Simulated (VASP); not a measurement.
Write the native input for VASP 6.6.1 that does the following.

```yaml
Task: relaxation of shape and atoms at fixed volume
Functional: PBE
Potentials_or_basis: VASP PAW PBE potentials, release 64 (Cd, Se)
Cutoff: 600 eV
k_mesh: 9 × 9 × 5
Occupations: fermi-dirac, width 0.05 eV
Spin: no spin polarisation
Dipole_correction: no
Further_INCAR_settings: ALGO = Normal; EDIFF = 1e-06; IBRION = 2; EDIFFG = -0.005; NSW = 50; ISIF = 4
```

The structure of CdSe (wurtzite type) lies in POSCAR:

```
CdSe
1.0
    3.7771857087      0.0000000000      0.0000000000
   -1.8885928544      3.2711387786      0.0000000000
    0.0000000000      0.0000000000      6.1654341430
Cd Se
2 2
Direct
    0.3333333333      0.6666666667      0.0001242000
    0.6666666667      0.3333333333      0.5001242000
    0.3333333333      0.6666666667      0.3758758000
    0.6666666667      0.3333333333      0.8758758000
```

The input as run:

INCAR

```
PREC = Accurate
ENCUT = 600
EDIFF = 1E-6
ISMEAR = -1
SIGMA = 0.05
LREAL = F
LASPH = T
NELM = 80
ALGO = Normal
ISIF = 4
LWAVE = F
LCHARG = F
GGA = PE
IBRION = 2
NSW = 50
EDIFFG = -0.005
```

KPOINTS

```
Automatic mesh
0
Gamma
  9 9 5
```

Potentials or basis: VASP PAW PBE potentials, release 64 (Cd, Se).

Run with:

```console
$ cat potpaw_PBE.64/Cd/POTCAR potpaw_PBE.64/Se/POTCAR > POTCAR
$ mpirun -np 1 vasp_std > vasp.out
```

It gave:

The energy gained by relaxing is 138.7 meV/atom and the ionic steps are 38. The pressure after relaxing is 44.0 GPa and the largest force after relaxing is 0.004 eV/Å. The band gap on the k mesh is zero (bands 18 and 19 overlap by 0.14 eV).

Caveat: semilocal functionals underestimate gaps, and a narrow one can read as zero; a cell axis changed by over 15 % at a fixed basis, so the end point is rough.

It took 18 min on 1 thread of Intel(R) Xeon(R) Platinum 8259CL CPU @ 2.50GHz (Skylake/Cascade Lake), on a shared host, peak memory 0.24 GiB.
